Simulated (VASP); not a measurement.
# P (Pm-3m) in VASP: a series of runs

Runs on P. Level: PBE. Tasks: single point.

Everything below comes from runs of VASP 6.6.1. Logs are shortened: lines on timing, memory, paths and dates and some standing lists are left out, and cuts for length are marked.

## Step 1: The cell of the first run

It takes space group Pm-3m (No. 221, cubic). Conventional cell: a = 2.395 Å, b = 2.395 Å, c = 2.395 Å, α = 90.00°, β = 90.00°, γ = 90.00°. P (site symmetry m-3m) has 6 P at 2.39 Å within 3.2 Å.

## Step 2: Single point, PBE

INCAR

```
SYSTEM = P
  PREC = Accurate
  ENCUT = 520
  EDIFF = 1E-6
  ISMEAR = -1
  SIGMA = 0.06122561905347299
  LREAL = .False.
  LASPH = .True.
  NELM = 60
  ALGO = Normal
  ISIF = 2
  LWAVE = .False.
  LCHARG = .False.
  GGA = PE
  NBANDS = 8
```

KPOINTS

```
Automatic mesh
0
Gamma
  22 22 22
  0 0 0
```

POSCAR

```
P
1.0
    2.3945006492      0.0000000000      0.0000000000
    0.0000000000      2.3945006492      0.0000000000
    0.0000000000      0.0000000000      2.3945006492
P
1
Direct
    0.0000000000      0.0000000000      0.0000000000
```

Potentials or basis: VASP PAW PBE potentials, release 64 (P).

Command:

```
> cat potpaw_PBE.64/P/POTCAR > POTCAR
> mpirun -np 1 vasp_std > vasp.out
```

OUTCAR:

```text
SYSTEM = P
   PREC = Accurate
   ENCUT = 520
   EDIFF = 1E-6
   ISMEAR = -1
   LREAL = .False.
   LASPH = .True.
   NELM = 60
   ISIF = 2
   GGA = PE

 ion  position               nearest neighbor table
   1  0.000  0.000  0.000-

  LATTYP: Found a simple cubic cell.
 ALAT       =     2.3945006492

  Lattice vectors:

 A1 = (   2.3945006492,   0.0000000000,   0.0000000000)
 A2 = (   0.0000000000,   2.3945006492,   0.0000000000)
 A3 = (   0.0000000000,   0.0000000000,   2.3945006492)

Analysis of symmetry for initial positions (statically):
=====================================================================
 Subroutine PRICEL returns:
 Original cell was already a primitive cell.

 Routine SETGRP: Setting up the symmetry group for a
 simple cubic supercell.

 Subroutine GETGRP returns: Found 48 space group operations
 (whereof 48 operations were pure point group operations)
 out of a pool of 48 trial point group operations.

The static configuration has the point symmetry O_h .

Analysis of symmetry for dynamics (positions and initial velocities):
=====================================================================
 Subroutine PRICEL returns:
 Original cell was already a primitive cell.

 Routine SETGRP: Setting up the symmetry group for a
 simple cubic supercell.

 Subroutine GETGRP returns: Found 48 space group operations
 (whereof 48 operations were pure point group operations)
 out of a pool of 48 trial point group operations.

The dynamic configuration has the point symmetry O_h .

 Subroutine INISYM returns: Found 48 space group operations
 (whereof 48 operations are pure point group operations),
 and found     1 'primitive' translations

----------------------------------------------------------------------------------------

                                     Primitive cell

  volume of cell :      13.7292

  direct lattice vectors                    reciprocal lattice vectors
     2.394500649  0.000000000  0.000000000     0.417623608  0.000000000  0.000000000
     0.000000000  2.394500649  0.000000000     0.000000000  0.417623608  0.000000000
     0.000000000  0.000000000  2.394500649     0.000000000  0.000000000  0.417623608

  length of vectors
     2.394500649  2.394500649  2.394500649     0.417623608  0.417623608  0.417623608

[... 72 lines left out ...]
   ISPIN  =      1    spin polarized calculation?
   LNONCOLLINEAR =      F non collinear calculations
   LSORBIT =      F    spin-orbit coupling
   LASPH  =      T    aspherical Exc in radial PAW
   ENCUT  =  520.0 eV  38.22 Ry    6.18 a.u.   4.45  4.45  4.45*2*pi/ulx,y,z
   NELM   =     60;   NELMIN=  2; NELMDL= -5     # of ELM steps
   EDIFF  = 0.1E-05   stopping-criterion for ELM
   LREAL  =      F    real-space projection
   EDIFFG = 0.1E-04   stopping-criterion for IOM
   NSW    =      0    number of steps for IOM
   IBRION =     -1    ionic relax: 0-MD 1-quasi-New 2-CG
   NFREE  =      0    steps in history (QN), initial steepest desc. (CG)
   ISIF   =      2    stress and relaxation
   ISYM   =      2    0-nonsym 1-usesym 2-fastsym
   POTIM  = 0.5000    time-step for ionic-motion
   TEBEG  =    0.0;   TEEND  =   0.0 temperature during run
   PSTRESS=    0.0 pullay stress
   NELECT =       5.0000    total number of electrons
   NUPDOWN=      -1.0000    fix difference up-down
   EMIN   =  10.00;   EMAX   =-10.00  energy-range for DOS
   EFERMI =   0.00;   METHOD = LEGACY
   ISMEAR =    -1;   SIGMA  =   0.06  broadening in eV -4-tet -1-fermi 0-gaus
   EFERMI_NEDOS =   21; number of points for ismear=-14 and -15
   IALGO  =     38    algorithm
   IMIX   =      4    mixing-type and parameters
     AMIX     =   0.40;   BMIX     =  1.00
     AMIX_MAG =   1.60;   BMIX_MAG =  1.00
  volume/ion in A,a.u.               =      13.73        92.65
  Fermi-wavevector in a.u.,A,eV,Ry     =   1.169095  2.209270 18.596219  1.366784
  Thomas-Fermi vector in A             =   2.305573
   LORBIT       =      0    0 simple, 1 ext, 2 COOP (PROOUT), +10 PAW based schemes
   GGA     = PE    functional components
[... 5 lines left out ...]
 non-spin polarized calculation
  energy-cutoff  :      520.00
  volume of cell :       13.73
 maximum number of plane-waves:       383
 NGX is ok and might be reduce to    18
   NGX =  9   NGY =  9   NGZ =  9

 number of electron       4.9999998 magnetization

 Free energy of the ion-electron system (eV)
  ---------------------------------------------------
  ext. energy  EPLUGINS =         0.00000000
  ---------------------------------------------------
  free energy    TOTEN  =        -5.25633515 eV

  energy without entropy =       -5.25308039  energy(sigma->0) =       -5.25470777

 E-fermi :  10.4955     XC(G=0): -11.5397

 val. band max:       10.4649214713   @ k =   0.5000   0.2727   0.0909
 cond. band min:      10.5099321732   @ k =   0.3182   0.2273   0.1364
 fundamental gap:      0.0450107019
 Fermi energy:        10.4955480945

 k-point     1 :       0.0000    0.0000    0.0000
  band No.  band energies     occupation
      1      -6.6133      2.00000
      2      15.8499      0.00000
      3      15.8499      0.00000
      4      15.8499      0.00000
      5      17.2207      0.00000
      6      17.2207      0.00000
      7      25.5044      0.00000
      8      35.7235      0.00000
[... 243 lines left out ...]
 k-point    24 :       0.0909    0.0909    0.0000
  band No.  band energies     occupation
      1      -6.2181      2.00000
      2      12.6728      0.00000
      3      13.7213      0.00000
      4      16.1639      0.00000
      5      18.9028      0.00000
      6      21.0989      0.00000
      7      26.6843      0.00000
      8      32.8520      0.00000

 [... further k-points ...]

------------------------ aborting loop because EDIFF is reached ----------------------------------------

  FORCE on cell =-STRESS in cart. coord.  units (eV):
  Direction    XX          YY          ZZ          XY          YZ          ZX
  --------------------------------------------------------------------------------------
  -------------------------------------------------------------------------------------
  Total        0.6818292      0.6818292      0.6818292      0.0000000     -0.0000000      0.0000000
  in kB       79.5685193     79.5685193     79.5685193      0.0000000     -0.0000000      0.0000000
  external PRESSURE =      79.5685193 kB  Pullay stress =       0.0000000 kB

 VOLUME and BASIS-vectors are now :
 -----------------------------------------------------------------------------
  energy-cutoff  :      520.00
  volume of cell :       13.73
      direct lattice vectors                 reciprocal lattice vectors
     2.394500649  0.000000000  0.000000000     0.417623608  0.000000000  0.000000000
     0.000000000  2.394500649  0.000000000     0.000000000  0.417623608  0.000000000
     0.000000000  0.000000000  2.394500649     0.000000000  0.000000000  0.417623608

 POSITION                                       TOTAL-FORCE (eV/Angst)
 -----------------------------------------------------------------------------------
      0.00000      0.00000      0.00000         0.000000      0.000000      0.000000
 -----------------------------------------------------------------------------------
    total drift:                                0.000000     -0.000000      0.000000

  FREE ENERGIE OF THE ION-ELECTRON SYSTEM (eV)
  ---------------------------------------------------
  free  energy   TOTEN  =        -5.2563351486 eV

  energy  without entropy=       -5.2530803919  energy(sigma->0) =       -5.25470777
```

stdout:

```text
POSCAR found type information on POSCAR P
 POSCAR found :  1 types and       1 ions
 scaLAPACK will be used
 LDA part: xc-table for (Slater+PW92), standard interpolation
 POSCAR, INCAR and KPOINTS ok, starting setup
 FFT: planning ... GRIDC
 FFT: planning ... GRID_SOFT
 FFT: planning ... GRID
 WAVECAR not read
 entering main loop
```

Run time: 31 s. Hardware: 1 thread of AMD EPYC 7R13 (Zen 3), shared host; peak memory 0.11 GiB.

Results:

| Item | Value |
| --- | --- |
| Free energy | -5.2563 eV |
| Pressure | 8.0 GPa |

Levels at points of the mesh, in eV from the Fermi level:
```csv
k point,band 1,band 2,band 3,band 4,band 5,band 6
"(0.00, 0.00, 0.00)",-17.11,5.35,5.35,5.35,6.73,6.73
"(0.50, 0.00, 0.00)",-12.48,-9.18,8.43,8.43,9.41,14.62
"(0.50, 0.50, 0.00)",-7.42,-5.56,-5.56,0.63,11.30,17.29
"(0.50, 0.50, 0.50)",-2.24,-2.24,-2.24,-0.95,4.49,4.49
```

## Step 3: Single point, PBE

This run uses another cell than the first one, of 14.02 Å³/atom, 1.021 times its volume.

INCAR

```
ALGO = Normal
EDIFF = 1E-6
ENCUT = 520
GGA = PE
ISIF = 2
ISMEAR = -1
LASPH = T
LCHARG = F
LREAL = F
LWAVE = F
NBANDS = 8
NELM = 60
PREC = Accurate
SIGMA = 0.06122561905347299
```

KPOINTS

```
k-points
0
Gamma
  22 22 22
```

POSCAR

```
P
1.0
    2.4113638854      0.0000000000      0.0000000000
    0.0000000000      2.4113638854      0.0000000000
    0.0000000000      0.0000000000      2.4113638854
P
1
Direct
    0.0000000000      0.0000000000      0.0000000000
```

Potentials or basis: VASP PAW PBE potentials, release 64 (P).

Command:

```
> cat potpaw_PBE.64/P/POTCAR > POTCAR
> mpirun -np 1 vasp_std > vasp.out
```

It used 21 s of CPU time on 1 thread of AMD EPYC 7R13 Processor (Zen 3), with other jobs on the host.

The run converged. Its results:

```
Free energy : -5.2682 eV
Pressure    : 5.0 GPa
```

Levels at points of the mesh, in eV from the Fermi level:
| k point | band 1 | band 2 | band 3 | band 4 | band 5 | band 6 |
| --- | --- | --- | --- | --- | --- | --- |
| (0.00, 0.00, 0.00) | -16.87 | 5.25 | 5.25 | 5.25 | 6.77 | 6.77 |
| (0.50, 0.00, 0.00) | -12.36 | -8.98 | 8.23 | 8.23 | 9.41 | 14.54 |
| (0.50, 0.50, 0.00) | -7.43 | -5.44 | -5.44 | 0.78 | 11.00 | 17.16 |
| (0.50, 0.50, 0.50) | -2.21 | -2.21 | -2.21 | -1.20 | 4.57 | 4.57 |

## Step 4: Single point, PBE

This run uses another cell than the first one, of 14.02 Å³/atom, 1.021 times its volume.

INCAR

```
SYSTEM = P
  PREC = Accurate
  ENCUT = 520
  EDIFF = 1E-6
  ISMEAR = -1
  SIGMA = 0.06122561905347299
  LREAL = .FALSE.
  LASPH = .TRUE.
  NELM = 60
  ALGO = Normal
  ISIF = 2
  LWAVE = .FALSE.
  LCHARG = .FALSE.
  GGA = PE
  NBANDS = 8
```

KPOINTS

```
regular mesh
0
G
  22 22 22
  0 0 0
```

POSCAR is that of step 3.

Potentials or basis: VASP PAW PBE potentials, release 64 (P).

Command:

```
> cat potpaw_PBE.64/P/POTCAR > POTCAR
> mpirun -np 1 vasp_std > vasp.out
```

OUTCAR:

```text
SYSTEM = P
   PREC = Accurate
   ENCUT = 520
   EDIFF = 1E-6
   ISMEAR = -1
   LREAL = .FALSE.
   LASPH = .TRUE.
   NELM = 60
   ISIF = 2
   GGA = PE

 ion  position               nearest neighbor table
   1  0.000  0.000  0.000-

  LATTYP: Found a simple cubic cell.
 ALAT       =     2.4113638854

  Lattice vectors:

 A1 = (   2.4113638854,   0.0000000000,   0.0000000000)
 A2 = (   0.0000000000,   2.4113638854,   0.0000000000)
[... 441 lines left out ...]
      6      20.6933      0.00000
      7      26.0992      0.00000
      8      32.2963      0.00000

 [... further k-points ...]

------------------------ aborting loop because EDIFF is reached ----------------------------------------

  FORCE on cell =-STRESS in cart. coord.  units (eV):
  Direction    XX          YY          ZZ          XY          YZ          ZX
  --------------------------------------------------------------------------------------
  -------------------------------------------------------------------------------------
  Total        0.4365106      0.4365106      0.4365106     -0.0000000      0.0000000     -0.0000000
  in kB       49.8789249     49.8789249     49.8789249     -0.0000000      0.0000000     -0.0000000
  external PRESSURE =      49.8789249 kB  Pullay stress =       0.0000000 kB

 VOLUME and BASIS-vectors are now :
 -----------------------------------------------------------------------------
  energy-cutoff  :      520.00
  volume of cell :       14.02
      direct lattice vectors                 reciprocal lattice vectors
     2.411363885  0.000000000  0.000000000     0.414703067  0.000000000  0.000000000
     0.000000000  2.411363885  0.000000000     0.000000000  0.414703067  0.000000000
     0.000000000  0.000000000  2.411363885     0.000000000  0.000000000  0.414703067

 POSITION                                       TOTAL-FORCE (eV/Angst)
 -----------------------------------------------------------------------------------
      0.00000      0.00000      0.00000         0.000000      0.000000      0.000000
 -----------------------------------------------------------------------------------
    total drift:                               -0.000000     -0.000000      0.000000

  FREE ENERGIE OF THE ION-ELECTRON SYSTEM (eV)
  ---------------------------------------------------
  free  energy   TOTEN  =        -5.2681715362 eV

  energy  without entropy=       -5.2649638183  energy(sigma->0) =       -5.26656768
```

OSZICAR:

```text
N       E                     dE             d eps       ncg     rms          rms(c)
DAV:   1     0.530269637268E+00    0.53027E+00   -0.21885E+03  6088   0.454E+02
DAV:   2    -0.521209537645E+01   -0.57424E+01   -0.54844E+01  8296   0.493E+01
DAV:   3    -0.526690982361E+01   -0.54814E-01   -0.54804E-01  6496   0.532E+00
DAV:   4    -0.526699753182E+01   -0.87708E-04   -0.87708E-04  9376   0.229E-01
DAV:   5    -0.526699760881E+01   -0.76994E-07   -0.75801E-07  6552   0.353E-03    0.495E+00
DAV:   6    -0.526736107642E+01   -0.36347E-03   -0.57378E-04  7864   0.216E-01    0.294E+00
DAV:   7    -0.526807466931E+01   -0.71359E-03   -0.15644E-03  6832   0.369E-01    0.115E-01
DAV:   8    -0.526816565845E+01   -0.90989E-04   -0.68038E-05  8032   0.660E-02    0.113E-02
DAV:   9    -0.526817119527E+01   -0.55368E-05   -0.42866E-06  7336   0.161E-02    0.250E-03
DAV:  10    -0.526817153616E+01   -0.34089E-06   -0.52017E-07  7328   0.537E-03
   1 F= -.52681715E+01 E0= -.52665677E+01  d E =-.320772E-02
```

It used 22 s of CPU time on 1 thread of AMD EPYC 7R13 Processor (Zen 3) (shared host).

What came out:

* Free energy: -5.2682 eV
* Pressure: 5.0 GPa

## Step 5: Single point, PBE

This run uses another cell than the first one, of 14.31 Å³/atom, 1.043 times its volume.

INCAR

```
PREC = Accurate ; ENCUT = 520
EDIFF = 1E-6 ; ISMEAR = -1
SIGMA = 0.06122561905347299 ; LREAL = False
LASPH = True ; NELM = 60
ALGO = Normal ; ISIF = 2
LWAVE = False ; LCHARG = False
GGA = PE ; NBANDS = 8
```

KPOINTS

```
regular mesh
0
Gamma
  22 22 22
```

POSCAR

```
P
1.0
    2.4279945067      0.0000000000      0.0000000000
    0.0000000000      2.4279945067      0.0000000000
    0.0000000000      0.0000000000      2.4279945067
P
1
Direct
    0.0000000000      0.0000000000      0.0000000000
```

Command:

```
> cat potpaw_PBE.64/P/POTCAR > POTCAR
> mpirun -np 1 vasp_std > vasp.out
```

Run time: 33 s. Hardware: 1 thread of AMD EPYC 7R13 (Zen 3), shared host; peak memory 0.11 GiB.

It converged, with:

- Free energy: -5.2748 eV
- Pressure: 2.2 GPa

Levels at points of the mesh, in eV from the Fermi level:
```csv
k point,band 1,band 2,band 3,band 4,band 5,band 6
"(0.00, 0.00, 0.00)",-16.65,5.14,5.14,5.14,6.81,6.81
"(0.50, 0.00, 0.00)",-12.24,-8.79,8.03,8.03,9.40,14.46
"(0.50, 0.50, 0.00)",-7.45,-5.33,-5.33,0.92,10.71,17.03
"(0.50, 0.50, 0.50)",-2.18,-2.18,-2.18,-1.44,4.65,4.65
```

## Step 6: Single point, PBE

This run uses another cell than the first one, of 14.61 Å³/atom, 1.064 times its volume.

INCAR

```
ALGO = Normal
EDIFF = 1E-6
ENCUT = 520
GGA = PE
ISIF = 2
ISMEAR = -1
LASPH = True
LCHARG = False
LREAL = False
LWAVE = False
NBANDS = 8
NELM = 80
PREC = Accurate
SIGMA = 0.06122561905347299
```

KPOINTS

```
k-points
0
Gamma
  22 22 22
```

POSCAR

```
P
1.0
    2.4444003726      0.0000000000      0.0000000000
    0.0000000000      2.4444003726      0.0000000000
    0.0000000000      0.0000000000      2.4444003726
P
1
Direct
    0.0000000000      0.0000000000      0.0000000000
```

Potentials or basis: VASP PAW PBE potentials, release 64 (P).

Command:

```
> cat potpaw_PBE.64/P/POTCAR > POTCAR
> mpirun -np 1 vasp_std > vasp.out
```

OUTCAR:

```text
EDIFF = 1E-6
   ENCUT = 520
   GGA = PE
   ISIF = 2
   ISMEAR = -1
   LASPH = True
   LREAL = False
   NELM = 80
   PREC = Accurate

 ion  position               nearest neighbor table
   1  0.000  0.000  0.000-

  LATTYP: Found a simple cubic cell.
 ALAT       =     2.4444003726

  Lattice vectors:

 A1 = (   2.4444003726,   0.0000000000,   0.0000000000)
 A2 = (   0.0000000000,   2.4444003726,   0.0000000000)
 A3 = (   0.0000000000,   0.0000000000,   2.4444003726)

Analysis of symmetry for initial positions (statically):
[... 440 lines left out ...]

 [... further k-points ...]

------------------------ aborting loop because EDIFF is reached ----------------------------------------

  FORCE on cell =-STRESS in cart. coord.  units (eV):
  Direction    XX          YY          ZZ          XY          YZ          ZX
  --------------------------------------------------------------------------------------
  -------------------------------------------------------------------------------------
  Total       -0.0216515     -0.0216515     -0.0216515     -0.0000000     -0.0000000      0.0000000
  in kB       -2.3750995     -2.3750995     -2.3750995     -0.0000000     -0.0000000      0.0000000
  external PRESSURE =      -2.3750995 kB  Pullay stress =       0.0000000 kB

 VOLUME and BASIS-vectors are now :
 -----------------------------------------------------------------------------
  energy-cutoff  :      520.00
  volume of cell :       14.61
      direct lattice vectors                 reciprocal lattice vectors
     2.444400373  0.000000000  0.000000000     0.409098285  0.000000000  0.000000000
     0.000000000  2.444400373  0.000000000     0.000000000  0.409098285  0.000000000
     0.000000000  0.000000000  2.444400373     0.000000000  0.000000000  0.409098285

 POSITION                                       TOTAL-FORCE (eV/Angst)
 -----------------------------------------------------------------------------------
      0.00000      0.00000      0.00000         0.000000      0.000000      0.000000
 -----------------------------------------------------------------------------------
    total drift:                                0.000000     -0.000000      0.000000

  FREE ENERGIE OF THE ION-ELECTRON SYSTEM (eV)
  ---------------------------------------------------
  free  energy   TOTEN  =        -5.2766047950 eV

  energy  without entropy=       -5.2733183080  energy(sigma->0) =       -5.27496155
```

stdout:

```text
POSCAR found type information on POSCAR P
 POSCAR found :  1 types and       1 ions
 scaLAPACK will be used
 LDA part: xc-table for (Slater+PW92), standard interpolation
 POSCAR, INCAR and KPOINTS ok, starting setup
 FFT: planning ... GRIDC
 FFT: planning ... GRID_SOFT
 FFT: planning ... GRID
 WAVECAR not read
 entering main loop
```

It used 24 s of CPU time on 1 thread of AMD EPYC 7R13 Processor (Zen 3), on a shared host.

What came out:

```yaml
Free_energy: -5.2766 eV
Pressure: -0.2 GPa
```

## Step 7: Overview

```csv
cell,gap on the mesh (eV),pressure (GPa)
"a = 2.395 Å, 1 atom",none,8.0
"a = 2.411 Å, 1 atom",none,5.0
"a = 2.428 Å, 1 atom",none,2.2
"a = 2.444 Å, 1 atom",none,-0.2
```

Alike in all rows: task single point; level PBE; potentials or basis VASP PAW PBE potentials, release 64 (P); no spin polarisation; k mesh 22 × 22 × 22; cutoff (eV) 520; smearing fermi-dirac 0.0612256 eV.

Total energies depend on the potentials used, so only differences within one code and one set of settings carry meaning.
